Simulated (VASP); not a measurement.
Runs of VASP 6.6.1 on Hg. The structure is that of space group Im-3m (No. 229), or close to it. The cells are those of the table. 

```tsv
task	cell	gap on the mesh (eV)	pressure (GPa)
single point	a = 2.360 Å, angles 109.5°, 1 atom	none	485.2
single point	a = 2.708 Å, angles 109.5°, 1 atom	none	69.7
single point	a = 2.476 Å, angles 109.5°, 1 atom	none	264.3
single point	a = 2.597 Å, angles 109.5°, 1 atom	none	(a)
relaxation of cell and atoms	relaxed from a = 3.089 Å, angles 109.5°, 1 atom	none	0.0
```

Alike in all rows: level LDA; potentials or basis VASP PAW LDA potentials, release 64 (Hg_sv_GW); no spin polarisation; k mesh 15 × 15 × 15; cutoff (eV) 550; smearing fermi-dirac 0.1 eV.

Q: Estimate the missing entries.

A: (a) 135.9.

Caveats: spin-orbit coupling is left out, which moves the levels of the heavy elements; the cell stands under pressure (at least some runs).

A k mesh can miss the band edges, and the runs leave out spin-orbit coupling on Hg.

A gap of «none» marks levels without a gap at the run's occupations.
